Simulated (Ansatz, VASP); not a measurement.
Cr: VASP beside Ansatz

```
Cr
1.0
     0.00000    2.40129    2.40129
     2.40129    0.00000    2.40129
     2.40129    2.40129    0.00000
Cr
2
Direct
  0.00000 0.00000 0.00000
  0.50000 0.50000 0.50000
```

Alike in both runs: task single point; functional PBE; k mesh 13 × 13 × 13; occupations fermi-dirac, width 0.05 eV; collinear spin.

|  | VASP | Ansatz |
| --- | --- | --- |
| version | VASP 6.6.1 | Ansatz 0.2.0 |
| potentials or method | VASP PAW PBE potentials, release 64 (Cr_pv), cutoff 520 eV | plane waves (420 eV) with PAW, scalar-relativistic |
| valence electrons in the cell | 24 | 28 |

|  | VASP | Ansatz | Ansatz less VASP |
| --- | --- | --- | --- |
| pressure (GPa) | -12.8 | -12.5 | +0.26 |
| net moment per atom (μB) | 0.00 | 0.00 | 0.000 |

With one functional, cell and mesh, what is left measures potentials, basis and numerics. VASP's potentials hold 24 valence electrons a cell and Ansatz's 28, so a difference there can come from the potentials and not from the codes. Ansatz's warnings: negative dielectric reading, seeded moment not kept, spin hold released.
